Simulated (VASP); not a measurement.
Input of a VASP 6.6.1 run:

The input INCAR:

```
ALGO = Normal
EDIFF = 1E-6
EDIFFG = -0.02
ENCUT = 600
GGA = PS
IBRION = 2
ISIF = 3
ISMEAR = 1
LASPH = T
LCHARG = F
LREAL = F
LWAVE = F
NELM = 80
NSW = 80
PREC = Accurate
SIGMA = 0.1
```

The input KPOINTS:

```
k-points
0
Gamma
  17 17 17
```

File POSCAR:

```
Al
1.0
    0.0000000000      2.0248050000      2.0248050000
    2.0248050000      0.0000000000      2.0248050000
    2.0248050000      2.0248050000      0.0000000000
Al
1
Direct
    0.0000000000      0.0000000000      0.0000000000
```

Potentials or basis: VASP PAW PBE potentials, release 64 (Al).

Run with:

```sh
$ cat potpaw_PBE.64/Al/POTCAR > POTCAR
$ mpirun -np 1 vasp_std > vasp.out
```

Predict the space group after relaxing (to 0.05 Å).

Fm-3m (No. 225).

Predict the relaxed volume.

16.18 Å³/atom.

What does it give for the relaxed cell?

a = 2.839 Å, b = 2.839 Å, c = 2.839 Å, α = 60.00°, β = 60.00°, γ = 60.00°.

The path:
```
step  energy change (eV)  largest force (eV/Å)  pressure (GPa)  volume (Å³)
   1              0.0000                0.0000           -1.98        16.60
   2             -0.0026                0.0000            0.35        16.11
   3             -0.0027                0.0000            0.00        16.18
```

Caveat: the PAW data sets were made with another functional, which shifts forces and pressure a little.
